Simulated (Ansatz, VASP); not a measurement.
Two plane-wave programs on W

```xyz
1
Lattice="-1.5800 1.5800 1.5800 1.5800 -1.5800 1.5800 1.5800 1.5800 -1.5800" Properties=species:S:1:pos:R:3 pbc="T T T"
W     0.0000    0.0000    0.0000
```

Alike in both runs: task relaxation of cell and atoms; functional r2SCAN; k mesh 24 × 24 × 24; no spin polarisation.

|  | VASP | Ansatz |
| --- | --- | --- |
| version | VASP 6.6.1 | Ansatz 0.2.0 |
| potentials or method | VASP PAW PBE potentials, release 64 (W_sv) | plane-wave PAW, scalar-relativistic |
| plane-wave cutoff (eV) | 600 | 500 |
| occupations | methfessel-paxton of order 1, width 0.1 eV | cold, width 0.1 eV |
| valence electrons in the cell | 14 | 14 |

Ansatz gave:

- relaxed volume (Å³/atom): 15.92
- relaxed cell length with the largest relative difference (Å): 2.745

Question: What did VASP give for the same quantities?

Answer: Relaxed volume (Å³/atom): 15.97; relaxed cell length with the largest relative difference (Å): 2.748.

VASP's potentials were made for PBE, not for r2SCAN.

Neither program's run includes spin-orbit coupling.
